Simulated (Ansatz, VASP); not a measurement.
# Hf3N4: VASP beside Ansatz

Contents of INCAR:

```
SYSTEM = Hf3N4
PREC     = Accurate       ! precision mode
ENCUT    = 520            ! plane-wave cutoff, eV
EDIFF    = 1E-7           ! SCF threshold, eV
ISMEAR   = 0              ! smearing method
SIGMA    = 0.02           ! smearing width, eV
LREAL    = .FALSE.        ! projectors in reciprocal space
LASPH    = .TRUE.         ! aspherical terms in the spheres
NELM     = 120            ! most SCF steps
ALGO     = Normal         ! electronic algorithm
ISIF     = 2              ! what is computed and relaxed
LWAVE    = .FALSE.        ! write WAVECAR
LCHARG   = .FALSE.        ! write CHGCAR
GGA      = PS             ! functional
IBRION   = 2              ! ionic algorithm
NSW      = 50             ! ionic steps
EDIFFG   = -0.01          ! ionic threshold
GGA_COMPAT= .FALSE.      
NELMIN   = 4            
KPAR     = 4
```

The input KPOINTS:

```
Automatic mesh
0
G
  6 6 6
  0 0 0
```

POSCAR

```
Hf3N4
1.0
   -3.3584380410      3.3584380410      3.3584380410
    3.3584380410     -3.3584380410      3.3584380410
    3.3584380410      3.3584380410     -3.3584380410
Hf N
6 8
Direct
    0.2500000000      0.6250000000      0.3750000000
    0.3750000000      0.2500000000      0.6250000000
    0.7500000000      0.8750000000      0.1250000000
    0.1250000000      0.7500000000      0.8750000000
    0.6250000000      0.3750000000      0.2500000000
    0.8750000000      0.1250000000      0.7500000000
    0.1394611949      0.1394611949      0.1394611949
    0.8605388051      0.5000000000      0.0000000000
    0.5000000000      0.0000000000      0.3605388051
    0.0000000000      0.8605388051      0.5000000000
    0.3605388051      0.5000000000      0.0000000000
    0.6394611949      0.6394611949      0.6394611949
    0.0000000000      0.3605388051      0.5000000000
    0.5000000000      0.0000000000      0.8605388051
```

Input for Ansatz:

```yaml
crystal:
  lattice:
    - [-3.358438041, 3.358438041, 3.358438041]
    - [3.358438041, -3.358438041, 3.358438041]
    - [3.358438041, 3.358438041, -3.358438041]
  atoms:
    - { symbol: Hf, position: [0.25, 0.625, 0.375] }
    - { symbol: Hf, position: [0.375, 0.25, 0.625] }
    - { symbol: Hf, position: [0.75, 0.875, 0.125] }
    - { symbol: Hf, position: [0.125, 0.75, 0.875] }
    - { symbol: Hf, position: [0.625, 0.375, 0.25] }
    - { symbol: Hf, position: [0.875, 0.125, 0.75] }
    - { symbol: "N", position: [0.1394611949, 0.1394611949, 0.1394611949] }
    - { symbol: "N", position: [0.8605388051, 0.5, 0.0] }
    - { symbol: "N", position: [0.5, 0.0, 0.3605388051] }
    - { symbol: "N", position: [0.0, 0.8605388051, 0.5] }
    - { symbol: "N", position: [0.3605388051, 0.5, 0.0] }
    - { symbol: "N", position: [0.6394611949, 0.6394611949, 0.6394611949] }
    - { symbol: "N", position: [0.0, 0.3605388051, 0.5] }
    - { symbol: "N", position: [0.5, 0.0, 0.8605388051] }
basis:
  ecutwfc: 420
kpoints:
  mp_grid: { grid: [6, 6, 6] }
hamiltonian:
  xc: pbesol
scf:
  occupations: { method: gaussian, width: 0.02 }
output:
  forces: true
  stress: true
  eigenvalues: true
relax:
  adjacent_minimum: "off"
  f_tol: 0.01
  max_steps: 30
```

Alike in both runs: task relaxation of the atoms; functional PBEsol; k mesh 6 × 6 × 6; occupations gaussian, width 0.02 eV; no spin polarisation.

|  | VASP | Ansatz |
| --- | --- | --- |
| version | VASP 6.6.1 | Ansatz 0.2.0 |
| potentials or method | VASP PAW PBE potentials, release 64 (Hf_pv, N), cutoff 520 eV | scalar-relativistic, plane waves, PAW |
| valence electrons in the cell | 100 | 196 |

VASP gave:

* gap on the k mesh at the Fermi level, each at its own relaxed structure (eV): 0.95

Q: Estimate Ansatz's values.

A: gap on the k mesh at the Fermi level, each at its own relaxed structure (eV): 0.96.

VASP's potentials were made for PBE, not for PBEsol. VASP's potentials hold 100 valence electrons a cell and Ansatz's 196, so a difference there can come from the potentials and not from the codes. Ansatz's warnings: stress scf threshold loose.

Spin-orbit coupling is off throughout.
